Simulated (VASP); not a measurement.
# PbO (P4/nmm) in VASP: further runs

PbO is run at these levels: PBE, r2SCAN; tasks: single point.

Everything below comes from runs of VASP 6.6.1. Logs are shortened: lines on timing, memory, paths and dates and some standing lists are left out, and cuts for length are marked.

### Step 1. The cell of the first run

The structure is tetragonal, space group P4/nmm (No. 129). The conventional cell has a = 3.889 Å, b = 3.889 Å, c = 5.065 Å, α = 90.00°, β = 90.00°, γ = 90.00°. Pb (site symmetry 4mm) has 4 O at 2.21 Å within 2.9 Å. O (site symmetry -4m2) has 4 Pb at 2.21 Å and 4 O at 2.75 Å within 2.9 Å.

### Step 2. Single point, PBE (strained)

The input, INCAR:

```
SYSTEM = PbO
ALGO = Normal ; EDIFF = 1E-6
ENCUT = 520 ; GGA = PE
ISIF = 2 ; ISMEAR = 0
LASPH = .True. ; LCHARG = .False.
LREAL = .False. ; LWAVE = .False.
NBANDS = 28 ; NELM = 100
PREC = Accurate ; SIGMA = 0.02
```

The input, KPOINTS:

```
k-points
0
Gamma
  8 8 6
  0 0 0
```

The input, POSCAR:

```
PbO
1.0
    3.8889901440      0.0000000000      0.0000000000
    0.0000000000      3.8889901440      0.0000000000
    0.0000000000      0.0000000000      5.0647372200
Pb O
2 2
Direct
    0.0000000000      0.5000000000      0.2069396344
    0.5000000000      0.0000000000      0.7930603656
    0.0000000000      0.0000000000      0.0000000000
    0.5000000000      0.5000000000      0.0000000000
```

Potentials or basis: VASP PAW PBE potentials, release 64 (Pb_d, O).

On the command line:

```bash
$ cat potpaw_PBE.64/Pb_d/POTCAR potpaw_PBE.64/O/POTCAR > POTCAR
$ mpirun -np 1 vasp_std > vasp.out
```

OUTCAR:

```text
SYSTEM = PbO
   EDIFF = 1E-6
   ENCUT = 520
   GGA = PE
   ISIF = 2
   ISMEAR = 0
   LASPH = .True.
   LREAL = .False.
   NELM = 100
   PREC = Accurate

 ion  position               nearest neighbor table
   1  0.000  0.500  0.207-   3 2.21   4 2.21   3 2.21   4 2.21   2 3.46   2 3.46   2 3.46   2 3.46
                             2 4.05   2 4.05   2 4.05   2 4.05
   2  0.500  0.000  0.793-   3 2.21   4 2.21   4 2.21   3 2.21   1 3.46   1 3.46   1 3.46   1 3.46
                             1 4.05   1 4.05   1 4.05   1 4.05
   3  0.000  0.000  0.000-   1 2.21   2 2.21   1 2.21   2 2.21
   4  0.500  0.500  0.000-   1 2.21   2 2.21   2 2.21   1 2.21

  LATTYP: Found a simple tetragonal cell.
 ALAT       =     3.8889901440
 C/A-ratio  =     1.3023270907

  Lattice vectors:

 A1 = (   3.8889901440,   0.0000000000,   0.0000000000)
 A2 = (   0.0000000000,   3.8889901440,   0.0000000000)
 A3 = (   0.0000000000,   0.0000000000,   5.0647372200)

Analysis of symmetry for initial positions (statically):
=====================================================================
 Subroutine PRICEL returns:
 Original cell was already a primitive cell.

 Routine SETGRP: Setting up the symmetry group for a
 simple tetragonal supercell.

 Subroutine GETGRP returns: Found 16 space group operations
 (whereof  8 operations were pure point group operations)
 out of a pool of 16 trial point group operations.

The static configuration has the point symmetry D_2d.
 The point group associated with its full space group is D_4h.

Analysis of symmetry for dynamics (positions and initial velocities):
=====================================================================
 Subroutine PRICEL returns:
 Original cell was already a primitive cell.

 Routine SETGRP: Setting up the symmetry group for a
 simple tetragonal supercell.

 Subroutine GETGRP returns: Found 16 space group operations
 (whereof  8 operations were pure point group operations)
 out of a pool of 16 trial point group operations.

The dynamic configuration has the point symmetry D_2d.
 The point group associated with its full space group is D_4h.

 Subroutine INISYM returns: Found 16 space group operations
 (whereof  8 operations are pure point group operations),
 and found     1 'primitive' translations

----------------------------------------------------------------------------------------

                                     Primitive cell

  volume of cell :      76.6003

  direct lattice vectors                    reciprocal lattice vectors
     3.888990144  0.000000000  0.000000000     0.257136162  0.000000000  0.000000000
     0.000000000  3.888990144  0.000000000     0.000000000  0.257136162  0.000000000
     0.000000000  0.000000000  5.064737220     0.000000000  0.000000000  0.197443610

  length of vectors
     3.888990144  3.888990144  5.064737220     0.257136162  0.257136162  0.197443610

  position of ions in fractional coordinates (direct lattice)
     0.000000000  0.500000000  0.206939634
     0.500000000  0.000000000  0.793060366
     0.000000000  0.000000000  0.000000000
     0.500000000  0.500000000  0.000000000

  ion indices of the primitive-cell ions
   primitive index   ion index
                 1           1
                 2           2
                 3           3
                 4           4

----------------------------------------------------------------------------------------

 KPOINTS: k-points

Automatic generation of k-mesh.
 Grid dimensions read from file:
 generate k-points for:    8    8    6

 Generating k-lattice:

  Cartesian coordinates                     Fractional coordinates (reciprocal lattice)
     0.032142020  0.000000000  0.000000000     0.125000000  0.000000000  0.000000000
     0.000000000  0.032142020  0.000000000     0.000000000  0.125000000  0.000000000
     0.000000000  0.000000000  0.032907268     0.000000000  0.000000000  0.166666667

  Length of vectors
     0.032142020  0.032142020  0.032907268

  Shift w.r.t. Gamma in fractional coordinates (k-lattice)
     0.000000000  0.000000000  0.000000000

 Subroutine IBZKPT returns following result:
 ===========================================

 Found     60 irreducible k-points:

 Following reciprocal coordinates:
            Coordinates               Weight
  0.000000  0.000000  0.000000      1.000000
  0.125000  0.000000  0.000000      4.000000
  0.250000  0.000000  0.000000      4.000000
  0.375000  0.000000  0.000000      4.000000
  0.500000  0.000000  0.000000      2.000000
  0.125000  0.125000  0.000000      4.000000
[... 16 lines left out ...]
  0.375000  0.125000  0.166667     16.000000
  0.500000  0.125000  0.166667      8.000000
 [... further k-points ...]
   k-points           NKPTS =     60   k-points in BZ     NKDIM =     60   number of bands    NBANDS=     28
   number of dos      NEDOS =    301   number of ions     NIONS =      4
   total plane-waves  NPLWV =  36000
   dimension x,y,z NGX =    30 NGY =   30 NGZ =   40
   dimension x,y,z NGXF=    60 NGYF=   60 NGZF=   80
   ions per type =               2   2
   NGX,Y,Z   is equivalent  to a cutoff of  12.82, 12.82, 13.13 a.u.
   NGXF,Y,Z  is equivalent  to a cutoff of  25.65, 25.65, 26.26 a.u.
 SYSTEM =  PbO
   PREC   = accura    normal or accurate (medium, high low for compatibility)
   ISTART =      0    job   : 0-new  1-cont  2-samecut
   ICHARG =      2    charge: 1-file 2-atom 10-const
   ISPIN  =      1    spin polarized calculation?
   LNONCOLLINEAR =      F non collinear calculations
   LSORBIT =      F    spin-orbit coupling
   LASPH  =      T    aspherical Exc in radial PAW
   ENCUT  =  520.0 eV  38.22 Ry    6.18 a.u.   7.23  7.23  9.42*2*pi/ulx,y,z
   NELM   =    100;   NELMIN=  2; NELMDL= -5     # of ELM steps
   EDIFF  = 0.1E-05   stopping-criterion for ELM
   LREAL  =      F    real-space projection
   EDIFFG = 0.1E-04   stopping-criterion for IOM
   NSW    =      0    number of steps for IOM
   IBRION =     -1    ionic relax: 0-MD 1-quasi-New 2-CG
   NFREE  =      0    steps in history (QN), initial steepest desc. (CG)
   ISIF   =      2    stress and relaxation
   ISYM   =      2    0-nonsym 1-usesym 2-fastsym
   POTIM  = 0.5000    time-step for ionic-motion
   TEBEG  =    0.0;   TEEND  =   0.0 temperature during run
   PSTRESS=    0.0 pullay stress
   NELECT =      40.0000    total number of electrons
   NUPDOWN=      -1.0000    fix difference up-down
   EMIN   =  10.00;   EMAX   =-10.00  energy-range for DOS
   EFERMI =   0.00;   METHOD = LEGACY
   ISMEAR =     0;   SIGMA  =   0.02  broadening in eV -4-tet -1-fermi 0-gaus
   EFERMI_NEDOS =   21; number of points for ismear=-14 and -15
   IALGO  =     38    algorithm
   IMIX   =      4    mixing-type and parameters
     AMIX     =   0.40;   BMIX     =  1.00
     AMIX_MAG =   1.60;   BMIX_MAG =  1.00
  volume/ion in A,a.u.               =      19.15       129.23
  Fermi-wavevector in a.u.,A,eV,Ry     =   1.318311  2.491247 23.646171  1.737945
  Thomas-Fermi vector in A             =   2.448290
   LORBIT       =      0    0 simple, 1 ext, 2 COOP (PROOUT), +10 PAW based schemes
   GGA     = PE    functional components
   LHFCALC =     F    Hartree Fock is set to
   AEXX    =    0.0000 exact exchange contribution
   IVDW    =     0    specifies the selected vdW correction
   LEPSILON=     F    determine dielectric tensor
   LRPA    =     F    only Hartree local field effects (RPA)
 non-spin polarized calculation
 Gauss-broadening in eV      SIGMA  =   0.02
  energy-cutoff  :      520.00
  volume of cell :       76.60
 maximum number of plane-waves:      2100
 NGX is ok and might be reduce to    30
   NGX = 15   NGY = 15   NGZ = 19

 number of electron      39.9999996 magnetization

 Free energy of the ion-electron system (eV)
  ---------------------------------------------------
  ext. energy  EPLUGINS =         0.00000000
  ---------------------------------------------------
  free energy    TOTEN  =       -20.60674628 eV

  energy without entropy =      -20.60674628  energy(sigma->0) =      -20.60674628

 E-fermi :   5.9547     XC(G=0):  -9.9025

 val. band max:        5.8069114862   @ k =   0.1250   0.1250   0.0000
 cond. band min:       7.1699538037   @ k =   0.0000   0.0000   0.5000
 fundamental gap:      1.3630423176
 Fermi energy:         5.9546540057

 k-point     1 :       0.0000    0.0000    0.0000
  band No.  band energies     occupation
      1     -14.0264      2.00000
      2     -13.2836      2.00000
      3     -10.4932      2.00000
      4     -10.4932      2.00000
      5     -10.3796      2.00000
      6     -10.3487      2.00000
[... 20 lines left out ...]
     27      14.0004      0.00000
     28      14.3265      0.00000

 k-point     2 :       0.1250    0.0000    0.0000
  band No.  band energies     occupation
      1     -13.9788      2.00000
      2     -13.2936      2.00000
      3     -10.4875      2.00000
      4     -10.4734      2.00000
      5     -10.3628      2.00000
      6     -10.3395      2.00000
[... 20 lines left out ...]
     27      14.2254      0.00000
     28      15.4988      0.00000

 k-point     3 :       0.2500    0.0000    0.0000
  band No.  band energies     occupation
      1     -13.8522      2.00000
      2     -13.3306      2.00000
      3     -10.4711      2.00000
      4     -10.4179      2.00000
      5     -10.3153      2.00000
      6     -10.3057      2.00000
[... 20 lines left out ...]
     27      14.5447      0.00000
     28      17.2041      0.00000

 k-point     4 :       0.3750    0.0000    0.0000
  band No.  band energies     occupation
      1     -13.6880      2.00000
      2     -13.4079      2.00000
      3     -10.4447      2.00000
      4     -10.3610      2.00000
      5     -10.3493      2.00000
      6     -10.2716      2.00000
[... 20 lines left out ...]
     27      14.9910      0.00000
     28      16.8169      0.00000

 k-point     5 :       0.5000    0.0000    0.0000
  band No.  band energies     occupation
      1     -13.5303      2.00000
      2     -13.5303      2.00000
      3     -10.4082      2.00000
      4     -10.4082      2.00000
      5     -10.2947      2.00000
      6     -10.2947      2.00000
[... 20 lines left out ...]
     27      15.6632      0.00000
     28      15.6632      0.00000

 k-point     6 :       0.1250    0.1250    0.0000
  band No.  band energies     occupation
      1     -13.9332      2.00000
      2     -13.3014      2.00000
      3     -10.4789      2.00000
      4     -10.4561      2.00000
      5     -10.3475      2.00000
      6     -10.3361      2.00000
[... 463 lines left out ...]
      5     -10.3416      2.00000
      6     -10.3401      2.00000
[... 20 lines left out ...]
     27      14.8291      0.00000
     28      15.8996      0.00000

 k-point    22 :       0.2500    0.1250    0.1667
  band No.  band energies     occupation
      1     -13.8117      2.00000
      2     -13.3320      2.00000
      3     -10.4540      2.00000
      4     -10.4043      2.00000
      5     -10.3256      2.00000
      6     -10.2994      2.00000
[... 20 lines left out ...]
     27      15.4598      0.00000
     28      16.5633      0.00000

 k-point    23 :       0.3750    0.1250    0.1667
  band No.  band energies     occupation
      1     -13.6585      2.00000
      2     -13.4009      2.00000
      3     -10.4319      2.00000
      4     -10.3623      2.00000
      5     -10.3360      2.00000
      6     -10.2614      2.00000
[... 20 lines left out ...]
     27      15.5366      0.00000
     28      15.7960      0.00000

 k-point    24 :       0.5000    0.1250    0.1667
  band No.  band energies     occupation
      1     -13.5127      2.00000
      2     -13.5127      2.00000
      3     -10.4012      2.00000
      4     -10.4012      2.00000
      5     -10.2859      2.00000
      6     -10.2859      2.00000
[... 20 lines left out ...]
     27      15.5061      0.00000
     28      15.5061      0.00000

 [... further k-points ...]
[... 5 lines left out ...]
  --------------------------------------------------------------------------------------
  -------------------------------------------------------------------------------------
  Total        9.8943601      9.8943601      8.2623523      0.0000000      0.0000000      0.0000000
  in kB      206.9510781    206.9510781    172.8158963      0.0000000      0.0000000      0.0000000
  external PRESSURE =     195.5726842 kB  Pullay stress =       0.0000000 kB

 VOLUME and BASIS-vectors are now :
 -----------------------------------------------------------------------------
  energy-cutoff  :      520.00
  volume of cell :       76.60
      direct lattice vectors                 reciprocal lattice vectors
     3.888990144  0.000000000  0.000000000     0.257136162  0.000000000  0.000000000
     0.000000000  3.888990144  0.000000000     0.000000000  0.257136162  0.000000000
     0.000000000  0.000000000  5.064737220     0.000000000  0.000000000  0.197443610

 POSITION                                       TOTAL-FORCE (eV/Angst)
 -----------------------------------------------------------------------------------
      0.00000      1.94450      1.04809         0.000000      0.000000      3.784671
      1.94450      0.00000      4.01664         0.000000      0.000000     -3.784671
      0.00000      0.00000      0.00000         0.000000      0.000000      0.000000
      1.94450      1.94450      0.00000        -0.000000     -0.000000      0.000000
 -----------------------------------------------------------------------------------
    total drift:                                0.000000      0.000000     -0.000000

  FREE ENERGIE OF THE ION-ELECTRON SYSTEM (eV)
  ---------------------------------------------------
  free  energy   TOTEN  =       -20.6067462805 eV

  energy  without entropy=      -20.6067462805  energy(sigma->0) =      -20.60674628
```

Wall time 2.9 min (1 thread of Intel Xeon 8259CL, shared host); peak memory 0.25 GiB.

What came out:

```yaml
Free_energy: -20.6067 eV
Pressure: 19.6 GPa
Largest_force: 3.785 eV/Å
Band_gap_on_the_k_mesh: 1.36 eV (least direct gap 2.02 eV)
```

Forces on the atoms (eV/Å):
```
Pb   0.000  0.000  3.785
Pb   0.000  0.000 -3.785
O    0.000  0.000  0.000
O    0.000  0.000  0.000
```

Caveat: the cell differs from its parent crystal (strained); the cell stands under pressure; spin-orbit coupling is left out, which moves the levels of the heavy elements; forces of over 1 eV/Å act on the atoms, so gaps and moduli don't describe the material at rest. A k mesh can miss the band edges.

### Step 3. Single point, PBE (strained)

The input, INCAR:

```
SYSTEM = PbO
ALGO = Normal
EDIFF = 1E-7
ENCUT = 520
GGA = PE
ISIF = 2
ISMEAR = 0
LASPH = .TRUE.
LCHARG = .FALSE.
LREAL = .FALSE.
LWAVE = .FALSE.
NBANDS = 28
NELM = 100
PREC = Accurate
SIGMA = 0.02
```

The input, KPOINTS:

```
k-points
0
G
  8 8 6
  0 0 0
```

The input, POSCAR:

```
PbO
1.0
    3.9248789760      0.0000000000      0.0000000000
    0.0000000000      3.9248789760      0.0000000000
    0.0000000000      0.0000000000      5.4114058800
Pb O
2 2
Direct
    0.0000000000      0.5000000000      0.2632603656
    0.5000000000      0.0000000000      0.7367396344
    0.0000000000      0.0000000000      0.0000000000
    0.5000000000      0.5000000000      0.0000000000
```

Potentials or basis: VASP PAW PBE potentials, release 64 (Pb_d, O).

On the command line:

```bash
$ cat potpaw_PBE.64/Pb_d/POTCAR potpaw_PBE.64/O/POTCAR > POTCAR
$ mpirun -np 1 vasp_std > vasp.out
```

It took 2.5 min on 1 thread of Intel Xeon 8259CL, shared host; peak memory 0.26 GiB.

It converged, with:

```
Free energy            : -20.8667 eV
Pressure               : -5.0 GPa
Largest force          : 2.859 eV/Å
Band gap on the k mesh : 0.40 eV (least direct gap 0.51 eV)
```

Forces in eV/Å, atoms in the order of the input:
```
Pb   0.000  0.000 -2.859
Pb   0.000  0.000  2.859
O    0.000  0.000  0.000
O    0.000  0.000  0.000
```

Stress tensor (GPa, compression positive):
```
 -0.85   0.00   0.00
  0.00  -0.85   0.00
  0.00   0.00 -13.19
```

Levels at points of the mesh, in eV from the valence-band top:
```csv
k point,band 18,band 19,band 20,band 21,band 22,band 23
"(0.00, 0.00, 0.00)",-0.59,-0.59,0.00,2.50,4.79,4.79
"(0.50, 0.00, 0.00)",-1.97,-1.67,-1.67,2.84,2.84,6.06
"(0.50, 0.50, 0.00)",-2.05,-0.11,-0.11,0.40,0.40,4.47
"(0.00, 0.00, 0.50)",-1.35,-0.63,-0.63,2.98,3.50,3.50
"(0.50, 0.00, 0.50)",-1.95,-1.12,-1.12,2.42,2.42,5.81
"(0.50, 0.50, 0.50)",-2.47,-0.11,-0.11,2.58,2.58,3.99
```

Caveat: the cell differs from its parent crystal (strained); the stress differs along the axes, from -13 to -1 GPa; spin-orbit coupling is left out, which moves the levels of the heavy elements; forces of over 1 eV/Å act on the atoms, so gaps and moduli don't describe the material at rest. A k mesh can miss the band edges.

(Continued in part 2 of 2.)
